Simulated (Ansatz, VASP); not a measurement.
**Two plane-wave programs on ZnS**

```
Zn S
1.0
     3.81100    0.00000    0.00000
    -1.90550    3.30042    0.00000
     0.00000    0.00000    6.23400
Zn S
2 2
Direct
  0.33333 0.66667 0.96391
  0.66667 0.33333 0.50000
  0.33333 0.66667 0.38500
  0.66667 0.33333 0.88500
```

Alike in both runs: task single point; functional r2SCAN; k mesh 6 × 6 × 4; occupations gaussian, width 0.05 eV; no spin polarisation.

```csv
,VASP,Ansatz
version,VASP 6.6.1,Ansatz 0.2.0
potentials or method,"VASP PAW PBE potentials, release 64 (Zn, S), cutoff 520 eV","scalar-relativistic, plane waves, PAW"
valence electrons in the cell,36,36
```

```csv
,VASP,Ansatz,Ansatz less VASP
gap on the k mesh at the Fermi level (eV),2.67,2.67,-0.006
least direct gap on the mesh (eV),2.67,2.67,-0.006
pressure (GPa),1.2,1.1,-0.07
"traceless stress, the component that is largest in VASP (GPa)",-2.78,-2.79,-0.008
rms of the force components (eV/Å),0.397,0.399,+0.0017
```

VASP's potentials were made for PBE, not for r2SCAN. Atom by atom the forces differ by 0.002 eV/Å (rms over components).
